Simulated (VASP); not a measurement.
# AlN (P6_3mc) in VASP: notebook

AlN is run at these levels: r2SCAN; tasks: single point.

All numbers are computed with VASP 6.6.1; they aren't measurements. Logs are shortened: lines on timing, memory, paths and dates and some standing lists are left out, and cuts for length are marked.

## Step 1: The cell of the first run

It takes space group P6_3mc (No. 186, hexagonal). Conventional cell: a = 3.189 Å, b = 3.189 Å, c = 4.729 Å, α = 90.00°, β = 90.00°, γ = 120.00°. Al (site symmetry 3m) has 4 N at 1.82 to 1.92 Å within 2.4 Å. N (site symmetry 3m) has 4 Al at 1.82 to 1.92 Å within 2.4 Å.

## Step 2: Single point, r2SCAN (strain +0.025 along x and y, -0.050 along z)

File POSCAR:

```
AlN
1.0
    3.1887772054      0.0000000000      0.0000000000
   -1.5943886027      2.7615620669      0.0000000000
    0.0000000000      0.0000000000      4.7291000000
Al N
2 2
Direct
    0.3333333333      0.6666666667      0.0000000000
    0.6666666667      0.3333333333      0.5000000000
    0.3333333333      0.6666666667      0.3850000000
    0.6666666667      0.3333333333      0.8850000000
```

File INCAR.step1:

```
SYSTEM = AlN
PREC = Accurate
ENCUT = 520
ISMEAR = 0
SIGMA = 0.05
LREAL = .False.
LASPH = .True.
NELM = 100
NBANDS = 16
GGA = PE
ALGO = Normal
EDIFF = 1E-4
LWAVE = .True.
LCHARG = .False.
```

File INCAR.step2:

```
SYSTEM = AlN
PREC = Accurate
ENCUT = 520
EDIFF = 1E-7
ISMEAR = 0
SIGMA = 0.05
LREAL = .False.
LASPH = .True.
NELM = 100
ALGO = Normal
ISIF = 2
LWAVE = .False.
LCHARG = .False.
METAGGA = R2SCAN
LMIXTAU = .True.
NBANDS = 16
ISTART = 1
```

File KPOINTS:

```
Automatic mesh
0
Gamma
  12 12 6
  0 0 0
```

Potentials or basis: VASP PAW PBE potentials, release 64 (Al, N).

The run is started by

```bash
$ cat potpaw_PBE.64/Al/POTCAR potpaw_PBE.64/N/POTCAR > POTCAR
$ cp INCAR.step1 INCAR
$ mpirun -np 1 vasp_std > vasp.out
$ cp INCAR.step2 INCAR
$ mpirun -np 1 vasp_std > vasp.out
```

OUTCAR:

```text
SYSTEM = AlN
   PREC = Accurate
   ENCUT = 520
   EDIFF = 1E-7
   ISMEAR = 0
   LREAL = .False.
   LASPH = .True.
   NELM = 100
   ISIF = 2
   METAGGA = R2SCAN
   ISTART = 1

 ion  position               nearest neighbor table
   1  0.333  0.667  0.000-   3 1.82   4 1.92   4 1.92   4 1.92   2 3.00   2 3.00   2 3.00   2 3.00
                             2 3.00   2 3.00
   2  0.667  0.333  0.500-   4 1.82   3 1.92   3 1.92   3 1.92   1 3.00   1 3.00   1 3.00   1 3.00
                             1 3.00   1 3.00
   3  0.333  0.667  0.385-   1 1.82   2 1.92   2 1.92   2 1.92
   4  0.667  0.333  0.885-   2 1.82   1 1.92   1 1.92   1 1.92

  LATTYP: Found a hexagonal cell.
 ALAT       =     3.1887772054
 C/A-ratio  =     1.4830449716

  Lattice vectors:

 A1 = (   3.1887772054,   0.0000000000,   0.0000000000)
 A2 = (  -1.5943886027,   2.7615620669,   0.0000000000)
 A3 = (   0.0000000000,   0.0000000000,   4.7291000000)

Analysis of symmetry for initial positions (statically):
=====================================================================
 Subroutine PRICEL returns:
 Original cell was already a primitive cell.

 Routine SETGRP: Setting up the symmetry group for a
 hexagonal supercell.

 Subroutine GETGRP returns: Found 12 space group operations
 (whereof  6 operations were pure point group operations)
 out of a pool of 24 trial point group operations.

The static configuration has the point symmetry C_3v.
 The point group associated with its full space group is C_6v.

Analysis of symmetry for dynamics (positions and initial velocities):
=====================================================================
 Subroutine PRICEL returns:
 Original cell was already a primitive cell.

 Routine SETGRP: Setting up the symmetry group for a
 hexagonal supercell.

 Subroutine GETGRP returns: Found 12 space group operations
 (whereof  6 operations were pure point group operations)
 out of a pool of 24 trial point group operations.

The dynamic configuration has the point symmetry C_3v.
 The point group associated with its full space group is C_6v.

 Subroutine INISYM returns: Found 12 space group operations
 (whereof  6 operations are pure point group operations),
 and found     1 'primitive' translations

----------------------------------------------------------------------------------------

                                     Primitive cell

  volume of cell :      41.6445

  direct lattice vectors                    reciprocal lattice vectors
     3.188777205  0.000000000  0.000000000     0.313599833  0.181056948  0.000000000
    -1.594388603  2.761562067  0.000000000     0.000000000  0.362113896  0.000000000
     0.000000000  0.000000000  4.729100000     0.000000000  0.000000000  0.211456725

  length of vectors
     3.188777205  3.188777205  4.729100000     0.362113896  0.362113896  0.211456725

  position of ions in fractional coordinates (direct lattice)
     0.333333333  0.666666667  0.000000000
     0.666666667  0.333333333  0.500000000
     0.333333333  0.666666667  0.385000000
     0.666666667  0.333333333  0.885000000

  ion indices of the primitive-cell ions
   primitive index   ion index
                 1           1
                 2           2
                 3           3
                 4           4

----------------------------------------------------------------------------------------

 KPOINTS: Automatic mesh

Automatic generation of k-mesh.
 Grid dimensions read from file:
 generate k-points for:   12   12    6

 Generating k-lattice:

  Cartesian coordinates                     Fractional coordinates (reciprocal lattice)
     0.026133319  0.015088079  0.000000000     0.083333333  0.000000000  0.000000000
     0.000000000  0.030176158  0.000000000     0.000000000  0.083333333  0.000000000
     0.000000000  0.000000000  0.035242788     0.000000000  0.000000000  0.166666667

  Length of vectors
     0.030176158  0.030176158  0.035242788

  Shift w.r.t. Gamma in fractional coordinates (k-lattice)
     0.000000000  0.000000000  0.000000000

 Subroutine IBZKPT returns following result:
 ===========================================

 Found     76 irreducible k-points:

 Following reciprocal coordinates:
            Coordinates               Weight
  0.000000  0.000000  0.000000      1.000000
  0.083333  0.000000  0.000000      6.000000
  0.166667  0.000000  0.000000      6.000000
  0.250000  0.000000  0.000000      6.000000
  0.333333  0.000000  0.000000      6.000000
  0.416667  0.000000  0.000000      6.000000
[... 16 lines left out ...]
  0.250000  0.000000  0.166667     12.000000
  0.333333  0.000000  0.166667     12.000000
 [... further k-points ...]
   k-points           NKPTS =     76   k-points in BZ     NKDIM =     76   number of bands    NBANDS=     16
   number of dos      NEDOS =    301   number of ions     NIONS =      4
   total plane-waves  NPLWV =  20736
   dimension x,y,z NGX =    24 NGY =   24 NGZ =   36
   dimension x,y,z NGXF=    48 NGYF=   48 NGZF=   72
   ions per type =               2   2
   NGX,Y,Z   is equivalent  to a cutoff of  12.51, 12.51, 12.66 a.u.
   NGXF,Y,Z  is equivalent  to a cutoff of  25.02, 25.02, 25.31 a.u.
 SYSTEM =  AlN
   PREC   = accura    normal or accurate (medium, high low for compatibility)
   ISTART =      1    job   : 0-new  1-cont  2-samecut
   ICHARG =      0    charge: 1-file 2-atom 10-const
   ISPIN  =      1    spin polarized calculation?
   LNONCOLLINEAR =      F non collinear calculations
   LSORBIT =      F    spin-orbit coupling
   LASPH  =      T    aspherical Exc in radial PAW
   ENCUT  =  520.0 eV  38.22 Ry    6.18 a.u.   5.93  5.93  8.79*2*pi/ulx,y,z
   NELM   =    100;   NELMIN=  2; NELMDL=  0     # of ELM steps
   EDIFF  = 0.1E-06   stopping-criterion for ELM
   LREAL  =      F    real-space projection
   EDIFFG = 0.1E-05   stopping-criterion for IOM
   NSW    =      0    number of steps for IOM
   IBRION =     -1    ionic relax: 0-MD 1-quasi-New 2-CG
   NFREE  =      0    steps in history (QN), initial steepest desc. (CG)
   ISIF   =      2    stress and relaxation
   ISYM   =      2    0-nonsym 1-usesym 2-fastsym
   POTIM  = 0.5000    time-step for ionic-motion
   TEBEG  =    0.0;   TEEND  =   0.0 temperature during run
   PSTRESS=    0.0 pullay stress
   NELECT =      16.0000    total number of electrons
   NUPDOWN=      -1.0000    fix difference up-down
   EMIN   =  10.00;   EMAX   =-10.00  energy-range for DOS
   EFERMI =   0.00;   METHOD = LEGACY
   ISMEAR =     0;   SIGMA  =   0.05  broadening in eV -4-tet -1-fermi 0-gaus
   EFERMI_NEDOS =   21; number of points for ismear=-14 and -15
   IALGO  =     38    algorithm
   IMIX   =      4    mixing-type and parameters
     AMIX     =   0.40;   BMIX     =  1.00
     AMIX_MAG =   1.60;   BMIX_MAG =  1.00
  volume/ion in A,a.u.               =      10.41        70.26
  Fermi-wavevector in a.u.,A,eV,Ry     =   1.190133  2.249026 19.271532  1.416418
  Thomas-Fermi vector in A             =   2.326225
   LORBIT       =      0    0 simple, 1 ext, 2 COOP (PROOUT), +10 PAW based schemes
   METAGGA = R2SCAN    functional components
   LHFCALC =     F    Hartree Fock is set to
   AEXX    =    0.0000 exact exchange contribution
   IVDW    =     0    specifies the selected vdW correction
   LEPSILON=     F    determine dielectric tensor
   LRPA    =     F    only Hartree local field effects (RPA)
 non-spin polarized calculation
 Gauss-broadening in eV      SIGMA  =   0.05
  energy-cutoff  :      520.00
  volume of cell :       41.64
 maximum number of plane-waves:      1136
 NGX is ok and might be reduce to    24
   NGX = 11   NGY = 11   NGZ = 17

 number of electron      16.0000004 magnetization

 Free energy of the ion-electron system (eV)
  ---------------------------------------------------
  ext. energy  EPLUGINS =         0.00000000
  ---------------------------------------------------
  free energy    TOTEN  =       -38.26589297 eV

  energy without entropy =      -38.26589297  energy(sigma->0) =      -38.26589297

 E-fermi :   6.3802     XC(G=0): -11.4130

 val. band max:        6.1791546110   @ k =   0.0000   0.0000   0.0000
 cond. band min:      10.8023555075   @ k =   0.0000   0.0000   0.0000
 fundamental gap:      4.6232008964
 Fermi energy:         6.3802050070

 k-point     1 :       0.0000    0.0000    0.0000
  band No.  band energies     occupation
      1     -10.0776      2.00000
      2      -7.6186      2.00000
      3       0.0841      2.00000
      4       4.7018      2.00000
      5       4.7018      2.00000
      6       5.6096      2.00000
[... 8 lines left out ...]
     15      19.6704      0.00000
     16      20.7844      0.00000

 k-point     2 :       0.0833    0.0000    0.0000
  band No.  band energies     occupation
      1      -9.9942      2.00000
      2      -7.5830      2.00000
      3       0.1835      2.00000
      4       4.3227      2.00000
      5       4.5821      2.00000
      6       5.2242      2.00000
[... 8 lines left out ...]
     15      19.7617      0.00000
     16      19.9912      0.00000

 k-point     3 :       0.1667    0.0000    0.0000
  band No.  band energies     occupation
      1      -9.7514      2.00000
      2      -7.4900      2.00000
      3       0.4761      2.00000
      4       3.3917      2.00000
      5       4.3009      2.00000
      6       4.4083      2.00000
[... 8 lines left out ...]
     15      19.2481      0.00000
     16      19.4400      0.00000

 k-point     4 :       0.2500    0.0000    0.0000
  band No.  band energies     occupation
      1      -9.3741      2.00000
      2      -7.3806      2.00000
      3       0.9433      2.00000
      4       2.3011      2.00000
      5       3.5187      2.00000
      6       3.9801      2.00000
[... 8 lines left out ...]
     15      19.4115      0.00000
     16      19.4488      0.00000
[... 324 lines left out ...]
 k-point    22 :       0.1667    0.0000    0.1667
  band No.  band energies     occupation
      1      -9.6349      2.00000
      2      -7.6970      2.00000
      3       0.7643      2.00000
      4       3.5130      2.00000
      5       4.1438      2.00000
      6       4.3756      2.00000
[... 8 lines left out ...]
     15      19.4216      0.00000
     16      19.4263      0.00000

 k-point    23 :       0.2500    0.0000    0.1667
  band No.  band energies     occupation
      1      -9.2661      2.00000
      2      -7.5507      2.00000
      3       1.0011      2.00000
      4       2.5637      2.00000
      5       3.2944      2.00000
      6       4.0653      2.00000
[... 8 lines left out ...]
     15      19.5251      0.00000
     16      19.6967      0.00000

 k-point    24 :       0.3333    0.0000    0.1667
  band No.  band energies     occupation
      1      -8.8180      2.00000
      2      -7.4403      2.00000
      3       0.8828      2.00000
      4       2.0365      2.00000
      5       2.7075      2.00000
      6       3.7956      2.00000
[... 8 lines left out ...]
     15      19.7102      0.00000
     16      20.7729      0.00000

 [... further k-points ...]
[... 5 lines left out ...]
  --------------------------------------------------------------------------------------
  -------------------------------------------------------------------------------------
  Total       -2.7069029     -2.7069029      5.1855805      0.0000000      0.0000000      0.0000000
  in kB     -104.1419684   -104.1419684    199.5034822      0.0000000      0.0000000      0.0000000
  external PRESSURE =      -2.9268182 kB  Pullay stress =       0.0000000 kB

 VOLUME and BASIS-vectors are now :
 -----------------------------------------------------------------------------
  energy-cutoff  :      520.00
  volume of cell :       41.64
      direct lattice vectors                 reciprocal lattice vectors
     3.188777205  0.000000000  0.000000000     0.313599833  0.181056948  0.000000000
    -1.594388603  2.761562067  0.000000000     0.000000000  0.362113896  0.000000000
     0.000000000  0.000000000  4.729100000     0.000000000  0.000000000  0.211456725

 POSITION                                       TOTAL-FORCE (eV/Angst)
 -----------------------------------------------------------------------------------
     -0.00000      1.84104      0.00000         0.000000      0.000000     -0.958267
      1.59439      0.92052      2.36455         0.000000      0.000000     -0.958267
     -0.00000      1.84104      1.82070         0.000000      0.000000      0.958267
      1.59439      0.92052      4.18525        -0.000000      0.000000      0.958267
 -----------------------------------------------------------------------------------
    total drift:                               -0.000000     -0.000000     -0.020442

  FREE ENERGIE OF THE ION-ELECTRON SYSTEM (eV)
  ---------------------------------------------------
  free  energy   TOTEN  =       -38.2658929660 eV

  energy  without entropy=      -38.2658929660  energy(sigma->0) =      -38.26589297
```

Wall time 4.1 min (1 thread of Intel Xeon 8259CL, shared host); peak memory 0.18 GiB.

Results:

- Free energy: -38.2659 eV
- Pressure: -0.3 GPa
- Largest force: 0.958 eV/Å
- Band gap on the k mesh: 4.62 eV

Forces on the atoms (eV/Å):
```
Al   0.000  0.000 -0.958
Al   0.000  0.000 -0.958
N    0.000  0.000  0.958
N    0.000  0.000  0.958
```

Caveat: the cell differs from its parent crystal (strain +0.025 along x and y, -0.050 along z); the PAW data sets were made with another functional, which shifts forces and pressure a little.

## Step 3: Single point, r2SCAN (strain +0.000 along x and y, +0.025 along z)

File POSCAR:

```
AlN
1.0
    3.1110021516      0.0000000000      0.0000000000
   -1.5555010758      2.6942068945      0.0000000000
    0.0000000000      0.0000000000      5.1024500000
Al N
2 2
Direct
    0.3333333333      0.6666666667      0.0000000000
    0.6666666667      0.3333333333      0.5000000000
    0.3333333333      0.6666666667      0.3850000000
    0.6666666667      0.3333333333      0.8850000000
```

File INCAR.step1:

```
  ALGO = Normal
  EDIFF = 1E-4
  ENCUT = 520
  GGA = PE
  ISMEAR = 0
  LASPH = T
  LCHARG = F
  LREAL = F
  LWAVE = T
  NBANDS = 16
  NELM = 60
  PREC = Accurate
  SIGMA = 0.05
```

File INCAR.step2:

```
  ALGO = Normal
  EDIFF = 1E-7
  ENCUT = 520
  ISIF = 2
  ISMEAR = 0
  ISTART = 1
  LASPH = T
  LCHARG = F
  LMIXTAU = T
  LREAL = F
  LWAVE = F
  METAGGA = R2SCAN
  NBANDS = 16
  NELM = 60
  PREC = Accurate
  SIGMA = 0.05
```

File KPOINTS:

```
k-points
0
Gamma
  12 12 6
```

Potentials or basis: VASP PAW PBE potentials, release 64 (Al, N).

The run is started by

```bash
$ cat potpaw_PBE.64/Al/POTCAR potpaw_PBE.64/N/POTCAR > POTCAR
$ cp INCAR.step1 INCAR
$ mpirun -np 1 vasp_std > vasp.out
$ cp INCAR.step2 INCAR
$ mpirun -np 1 vasp_std > vasp.out
```

Run time: 3.8 min. Hardware: 1 thread of Intel Xeon 8259CL, shared host; peak memory 0.19 GiB.

It converged, with:

```
Free energy            : -38.4067 eV
Pressure               : -5.4 GPa
Largest force          : 0.397 eV/Å
Band gap on the k mesh : 4.66 eV
```

Forces in eV/Å, atoms in the order of the input:
```
Al   0.000  0.000  0.397
Al   0.000  0.000  0.397
N    0.000  0.000 -0.397
N    0.000  0.000 -0.397
```

Stress tensor (GPa, compression positive):
```
 -2.02   0.00   0.00
  0.00  -2.02   0.00
  0.00   0.00 -12.11
```

Levels at points of the mesh, in eV from the valence-band top:
| k point | band 4 | band 5 | band 6 | band 7 | band 8 | band 9 | band 10 | band 11 | band 12 | band 13 |
| --- | --- | --- | --- | --- | --- | --- | --- | --- | --- | --- |
| (0.00, 0.00, 0.00) | -0.79 | -0.79 | -0.19 | -0.19 | 0.00 | 4.66 | 7.55 | 11.33 | 12.08 | 12.08 |
| (0.50, 0.00, 0.00) | -4.23 | -3.26 | -2.01 | -1.67 | -0.72 | 6.29 | 6.62 | 8.81 | 11.01 | 11.69 |
| (0.00, 0.00, 0.50) | -3.37 | -0.50 | -0.50 | -0.50 | -0.50 | 7.14 | 7.14 | 11.00 | 11.00 | 12.39 |
| (0.50, 0.00, 0.50) | -5.53 | -1.42 | -1.42 | -1.38 | -1.38 | 5.86 | 5.86 | 9.93 | 9.93 | 12.54 |

Caveat: the cell differs from its parent crystal (strain +0.000 along x and y, +0.025 along z); the cell stands under tension; the PAW data sets were made with another functional, which shifts forces and pressure a little. A k mesh can miss the band edges.

(Part 1 of 2 ends here.)
